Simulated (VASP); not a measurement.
Crystal: AlNi.

```
Ni Al
1.0
     1.93869   -1.95319    0.00000
     1.93869    1.95319    0.00000
     0.00000    0.00000    3.09943
Ni Al
1 1
Direct
  0.50000 0.50000 0.50000
  0.00000 0.00000 0.00000
```

```yaml
Program: VASP 6.6.1
Task: relaxation of cell and atoms
Functional: PBEsol
Dispersion: D4
Potentials_or_basis: VASP PAW PBE potentials, release 64 (Ni, Al)
Cutoff: 600 eV
k_mesh: 10 × 10 × 9
Occupations: fermi-dirac, width 0.05 eV
Spin: collinear spin, ferromagnetic start
Starting_moments: "[1.0, 0.0] μB"
```

At the start: pressure -2.6 GPa; volume 11.74 Å³/atom.

Q: Where does the relaxation end?

A: Over 15 steps the energy falls by 24.2 meV/atom and the volume is 11.52 Å³/atom (-1.9 %); space group P4/mmm (No. 123, to 0.1 Å) before, Pm-3m (No. 221, to 0.1 Å); moment 0.00 μB per cell.

The path:
```
step  energy change (eV)  largest force (eV/Å)  pressure (GPa)  volume (Å³)
   1              0.0000                0.0000           -2.65        23.47
   2             -0.0188                0.0000            2.25        22.81
   3             -0.0197                0.0000            3.79        22.65
   4             -0.0324                0.0000            3.05        22.73
   5             -0.0468                0.0000            1.25        22.90
   6             -0.0469                0.0000            0.95        22.92
   7             -0.0469                0.0000            0.62        22.91
   8             -0.0482                0.0000            0.05        23.02
   9             -0.0483                0.0000           -0.31        23.04
  10             -0.0483                0.0000           -0.23        23.04
  11             -0.0483                0.0000           -0.10        23.05
  12             -0.0483                0.0000            0.21        23.02
  13             -0.0483                0.0000           -0.11        23.03
  14             -0.0483                0.0000            0.10        23.03
  15             -0.0483                0.0000            0.09        23.03
```

Final structure:
```xyz
2
Lattice="2.0109 -2.0108 0.0000 2.0109 2.0108 0.0000 0.0000 0.0000 2.8482" Properties=species:S:1:pos:R:3 pbc="T T T"
Ni    2.0109    0.0000    1.4241
Al    0.0000    0.0000    0.0000
```

Caveat: the moments typed at the start vanished in this run; the PAW data sets were made with another functional, which shifts forces and pressure a little.
